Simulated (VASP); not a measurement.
**HfN: single point with LDA**

The system is HfN.

```xyz
4
Lattice="3.1058 0.0000 0.0000 -1.5529 2.6897 0.0000 0.0000 0.0000 5.3682" Properties=species:S:1:pos:R:3 pbc="T T T"
Hf    1.5529    0.8966    4.0261
Hf    0.0000    1.7931    1.3420
N     0.0000    0.0000    0.0000
N     0.0000    0.0000    2.6841
```

```
Program                : VASP 6.6.1
Task                   : single point
Functional             : LDA
Potentials or basis    : VASP PAW LDA potentials, release 64 (Hf_pv, N)
Cutoff                 : 520 eV
k mesh                 : 8 × 8 × 4
Occupations            : fermi-dirac, width 0.05 eV
Spin                   : no spin polarisation
Dipole correction      : no
Further INCAR settings : ALGO = Normal; EDIFF = 1e-06; NBANDS = 23
```

```
Pressure               : -2.4 GPa
Band gap on the k mesh : zero (band 15 reaches 9.92 eV, above the bottom of band 16 at 7.55 eV)
```

Levels at points of the mesh, in eV from the Fermi level:
| k point | band 11 | band 12 | band 13 | band 14 | band 15 | band 16 | band 17 | band 18 | band 19 | band 20 |
| --- | --- | --- | --- | --- | --- | --- | --- | --- | --- | --- |
| (0.00, 0.00, 0.00) | -4.65 | -3.48 | -3.48 | -1.53 | -0.53 | 0.84 | 0.84 | 1.54 | 2.00 | 2.00 |
| (0.50, 0.00, 0.00) | -5.62 | -5.43 | -3.06 | -2.69 | -2.24 | 2.72 | 3.04 | 4.72 | 4.91 | 5.86 |
| (0.00, 0.00, 0.50) | -4.30 | -4.30 | -4.30 | -4.30 | 2.07 | 2.07 | 3.11 | 3.11 | 3.11 | 3.11 |
| (0.50, 0.00, 0.50) | -5.41 | -5.41 | -4.37 | -4.37 | -0.06 | -0.06 | 5.04 | 5.04 | 5.07 | 5.07 |

It took 32 s on 1 thread of AMD EPYC 7R13 Processor (Zen 3), on a shared host, peak memory 0.13 GiB.

Caveat: spin-orbit coupling is left out, which moves the levels of the heavy elements.
